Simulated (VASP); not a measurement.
# GaSb in VASP: a series of runs, part 2 of 2

VASP 6.6.1.

## (4) Single point, r2SCAN (film at in-plane strain +0.01)

POSCAR

```
GaSb
1.0
    3.0969476996      3.0969476996      0.0000000000
   -3.0969476996      3.0969476996      0.0000000000
    0.0000000000      3.0969476996      3.0391089067
Ga Sb
1 1
Direct
    0.0000000000      0.0000000000      0.0000000000
    0.7500000000      0.2500000000      0.5000000000
```

INCAR.step1

```
SYSTEM = GaSb
PREC = Accurate
ENCUT = 520
ISMEAR = 0
SIGMA = 0.01
LREAL = .FALSE.
LASPH = .TRUE.
NELM = 60
NBANDS = 16
GGA = PE
ALGO = Normal
EDIFF = 1E-4
LWAVE = .TRUE.
LCHARG = .FALSE.
```

INCAR.step2

```
SYSTEM = GaSb
PREC = Accurate
ENCUT = 520
EDIFF = 1E-7
ISMEAR = 0
SIGMA = 0.01
LREAL = .FALSE.
LASPH = .TRUE.
NELM = 60
ALGO = Normal
ISIF = 2
LWAVE = .FALSE.
LCHARG = .FALSE.
METAGGA = R2SCAN
LMIXTAU = .TRUE.
NBANDS = 16
ISTART = 1
```

KPOINTS

```
regular mesh
0
G
  6 6 6
  0 0 0
```

Potentials or basis: VASP PAW PBE potentials, release 64 (Ga_d, Sb).

Started as:

```bash
$ cat potpaw_PBE.64/Ga_d/POTCAR potpaw_PBE.64/Sb/POTCAR > POTCAR
$ cp INCAR.step1 INCAR
$ mpirun -np 1 vasp_std > vasp.out
$ cp INCAR.step2 INCAR
$ mpirun -np 1 vasp_std > vasp.out
```

OUTCAR:

```text
SYSTEM = GaSb
   PREC = Accurate
   ENCUT = 520
   EDIFF = 1E-7
   ISMEAR = 0
   LREAL = .FALSE.
   LASPH = .TRUE.
   NELM = 60
   ISIF = 2
   METAGGA = R2SCAN
   ISTART = 1

 ion  position               nearest neighbor table
   1  0.000  0.000  0.000-   2 2.67   2 2.67   2 2.67   2 2.67
   2  0.750  0.250  0.500-   1 2.67   1 2.67   1 2.67   1 2.67

  LATTYP: Found a body centered tetragonal cell.
 ALAT       =     4.3797454387
 C/A-ratio  =     1.3878016196

  Lattice vectors:

 A1 = (   3.0969476996,   0.0000000000,  -3.0391089067)
 A2 = (  -3.0969476996,   0.0000000000,  -3.0391089067)
 A3 = (   0.0000000000,   3.0969476996,   3.0391089067)

Analysis of symmetry for initial positions (statically):
=====================================================================
 Subroutine PRICEL returns:
 Original cell was already a primitive cell.

 Routine SETGRP: Setting up the symmetry group for a
 body centered tetragonal supercell.

 Subroutine GETGRP returns: Found  8 space group operations
 (whereof  8 operations were pure point group operations)
 out of a pool of 16 trial point group operations.

The static configuration has the point symmetry D_2d.

Analysis of symmetry for dynamics (positions and initial velocities):
[... 157 lines left out ...]

  energy without entropy =      -37.57608965  energy(sigma->0) =      -37.57608965

 E-fermi :   4.6993     XC(G=0):  -9.6344

 val. band max:        4.5793129420   @ k =   0.0000   0.0000   0.0000
 cond. band min:       4.8147098790   @ k =   0.0000   0.0000   0.0000
 fundamental gap:      0.2353969370
 Fermi energy:         4.6992858105

 k-point     1 :       0.0000    0.0000    0.0000
  band No.  band energies     occupation
      1     -10.9687      2.00000
      2     -10.9687      2.00000
      3     -10.9662      2.00000
      4     -10.9154      2.00000
      5     -10.9128      2.00000
      6      -7.2951      2.00000
[... 433 lines left out ...]
      3     -10.9475      2.00000
      4     -10.9199      2.00000
      5     -10.9124      2.00000
      6      -5.0121      2.00000
[... 8 lines left out ...]
     15      15.5627      0.00000
     16      15.8006      0.00000

 [... further k-points ...]
[... 5 lines left out ...]
  --------------------------------------------------------------------------------------
  -------------------------------------------------------------------------------------
  Total       -0.3026426     -0.3026426      0.0293367      0.0000000     -0.0000000      0.0000000
  in kB       -8.3175744     -8.3175744      0.8062655      0.0000000     -0.0000000      0.0000000
  external PRESSURE =      -5.2762944 kB  Pullay stress =       0.0000000 kB

 VOLUME and BASIS-vectors are now :
 -----------------------------------------------------------------------------
  energy-cutoff  :      520.00
  volume of cell :       58.30
      direct lattice vectors                 reciprocal lattice vectors
     3.096947700  3.096947700  0.000000000     0.161449288  0.161449288 -0.164521909
    -3.096947700  3.096947700  0.000000000    -0.161449288  0.161449288 -0.164521909
     0.000000000  3.096947700  3.039108907     0.000000000  0.000000000  0.329043819

 POSITION                                       TOTAL-FORCE (eV/Angst)
 -----------------------------------------------------------------------------------
      0.00000      0.00000      0.00000        -0.000000      0.000000      0.000000
      1.54847      4.64542      1.51955         0.000000     -0.000000      0.000000
 -----------------------------------------------------------------------------------
    total drift:                               -0.000127      0.000000      0.000000

  FREE ENERGIE OF THE ION-ELECTRON SYSTEM (eV)
  ---------------------------------------------------
  free  energy   TOTEN  =       -37.5760896484 eV

  energy  without entropy=      -37.5760896484  energy(sigma->0) =      -37.57608965
```

OUTCAR.step1:

```text
SYSTEM = GaSb
   PREC = Accurate
   ENCUT = 520
   ISMEAR = 0
   LREAL = .FALSE.
   LASPH = .TRUE.
[... 679 lines left out ...]
      0.00000      0.00000      0.00000        -0.000000      0.000000      0.000000
      1.54847      4.64542      1.51955         0.000000     -0.000000      0.000000
 -----------------------------------------------------------------------------------
    total drift:                                0.000004      0.000000      0.000000

  FREE ENERGIE OF THE ION-ELECTRON SYSTEM (eV)
  ---------------------------------------------------
  free  energy   TOTEN  =        -7.3328679829 eV

  energy  without entropy=       -7.3328679829  energy(sigma->0) =       -7.33286798
```

OSZICAR.step1:

```text
N       E                     dE             d eps       ncg     rms          rms(c)
DAV:   1     0.812598152363E+02    0.81260E+02   -0.86217E+03   984   0.139E+03
DAV:   2    -0.114549045764E+01   -0.82405E+02   -0.79182E+02  1160   0.292E+02
DAV:   3    -0.727719552945E+01   -0.61317E+01   -0.61195E+01  1144   0.641E+01
DAV:   4    -0.738400468253E+01   -0.10681E+00   -0.10680E+00  1208   0.951E+00
DAV:   5    -0.738662296320E+01   -0.26183E-02   -0.26183E-02  1232   0.131E+00    0.312E+00
DAV:   6    -0.734370000530E+01    0.42923E-01   -0.62934E-02  1328   0.386E+00    0.187E+00
DAV:   7    -0.733126967177E+01    0.12430E-01   -0.38830E-02  1128   0.155E+00    0.351E-01
DAV:   8    -0.733231869349E+01   -0.10490E-02   -0.44479E-03  1248   0.754E-01    0.828E-02
DAV:   9    -0.733282283840E+01   -0.50414E-03   -0.67668E-04  1136   0.203E-01    0.318E-02
DAV:  10    -0.733286798291E+01   -0.45145E-04   -0.44903E-05   976   0.416E-02
   1 F= -.73328680E+01 E0= -.73328680E+01  d E =-.198616E-14
```

Run time: 77 s. Hardware: 1 thread of AMD EPYC 9R45 (Zen 5), shared host; peak memory 0.19 GiB.

Results:

```yaml
Free_energy: -37.5761 eV
Pressure: -0.5 GPa
Band_gap_on_the_k_mesh: 0.24 eV, direct
```

Levels at points of the mesh, in eV from the valence-band top:
| k point | band 7 | band 8 | band 9 | band 10 | band 11 | band 12 |
| --- | --- | --- | --- | --- | --- | --- |
| (0.00, 0.00, 0.00) | -0.11 | -0.11 | 0.00 | 0.24 | 2.87 | 2.93 |
| (0.50, 0.00, 0.00) | -6.56 | -1.33 | -1.19 | 0.56 | 3.89 | 3.99 |
| (0.50, 0.50, 0.00) | -7.07 | -2.67 | -2.66 | 1.11 | 1.48 | 9.04 |
| (0.00, 0.00, 0.50) | -6.98 | -2.78 | -2.78 | 0.96 | 1.36 | 9.07 |

Caveat: the cell differs from its parent crystal (film at in-plane strain +0.01); the PAW data sets were made with another functional, which shifts forces and pressure a little; spin-orbit coupling is left out, which moves the levels of the heavy elements.

## (5) Single point, r2SCAN

This run uses another cell than the first one, of 28.83 Å³/atom, 0.989 times its volume.

POSCAR

```
GaSb
1.0
    3.0662848511      3.0662848511      0.0000000000
   -3.0662848511      3.0662848511      0.0000000000
    0.0000000000      3.0662848511      3.0662848511
Ga Sb
1 1
Direct
    0.0000000000      0.0000000000      0.0000000000
    0.7500000000      0.2500000000      0.5000000000
```

INCAR.step1

```
PREC     = Accurate       # precision mode
ENCUT    = 520            # plane-wave cutoff, eV
ISMEAR   = -1             # smearing method
SIGMA    = 0.08           # smearing width, eV
LREAL    = False          # projectors in reciprocal space
LASPH    = True           # aspherical terms in the spheres
NELM     = 60             # most SCF steps
NBANDS   = 16             # bands
GGA      = PE             # functional
ALGO     = Normal         # electronic algorithm
EDIFF    = 1E-4           # SCF threshold, eV
LWAVE    = True           # write WAVECAR
LCHARG   = False          # write CHGCAR
```

INCAR.step2

```
PREC     = Accurate       # precision mode
ENCUT    = 520            # plane-wave cutoff, eV
EDIFF    = 1E-6           # SCF threshold, eV
ISMEAR   = -1             # smearing method
SIGMA    = 0.08           # smearing width, eV
LREAL    = False          # projectors in reciprocal space
LASPH    = True           # aspherical terms in the spheres
NELM     = 60             # most SCF steps
ALGO     = Normal         # electronic algorithm
ISIF     = 2              # what is computed and relaxed
LWAVE    = False          # write WAVECAR
LCHARG   = False          # write CHGCAR
METAGGA  = R2SCAN         # meta-GGA
LMIXTAU  = True         
NBANDS   = 16             # bands
ISTART   = 1
```

KPOINTS

```
regular mesh
0
Gamma
  10 10 10
```

Started as:

```bash
$ cat potpaw_PBE.64/Ga_d/POTCAR potpaw_PBE.64/Sb/POTCAR > POTCAR
$ cp INCAR.step1 INCAR
$ mpirun -np 1 vasp_std > vasp.out
$ cp INCAR.step2 INCAR
$ mpirun -np 1 vasp_std > vasp.out
```

Run time: 66 s. Hardware: 1 thread of AMD EPYC 9R45 (Zen 5), shared host; peak memory 0.18 GiB.

The run converged. Its results:

| Property | Result |
| --- | --- |
| Free energy | -37.6050 eV |
| Pressure | 0.1 GPa |
| Band gap on the k mesh | 0.40 eV, direct |

Levels at points of the mesh, in eV from the valence-band top:
| k point | band 7 | band 8 | band 9 | band 10 | band 11 | band 12 |
| --- | --- | --- | --- | --- | --- | --- |
| (0.00, 0.00, 0.00) | 0.00 | 0.00 | 0.00 | 0.40 | 2.98 | 2.98 |
| (0.50, 0.00, 0.00) | -6.54 | -1.20 | -1.20 | 0.67 | 4.01 | 4.01 |
| (0.50, 0.50, 0.00) | -7.01 | -2.67 | -2.67 | 1.13 | 1.49 | 9.22 |

Caveat: the PAW data sets were made with another functional, which shifts forces and pressure a little; spin-orbit coupling is left out, which moves the levels of the heavy elements. A k mesh can miss the band edges.

## (6) The runs side by side

```csv
cell,k mesh,smearing,gap on the mesh (eV),pressure (GPa)
"a = 4.380, b = 4.380, c = 4.339 Å, angles 59.7, 59.7, 90.0°, 2 atoms",6 × 6 × 6,gaussian 0.01 eV,0.24,-0.5
"a = 4.380, b = 4.380, c = 4.345 Å, angles 59.7, 59.7, 90.0°, 2 atoms",6 × 6 × 6,gaussian 0.01 eV,0.23,-0.7
"a = 4.336 Å, angles 60.0, 60.0, 90.0°, 2 atoms",10 × 10 × 10,fermi-dirac 0.08 eV,0.40,0.1
```

Alike in all rows: task single point; level r2SCAN; potentials or basis VASP PAW PBE potentials, release 64 (Ga_d, Sb); no spin polarisation; cutoff (eV) 520.

Caveats: the PAW data sets were made with another functional, which shifts forces and pressure a little; spin-orbit coupling is left out, which moves the levels of the heavy elements.

Absolute energies hang on the potentials; compare differences alone.
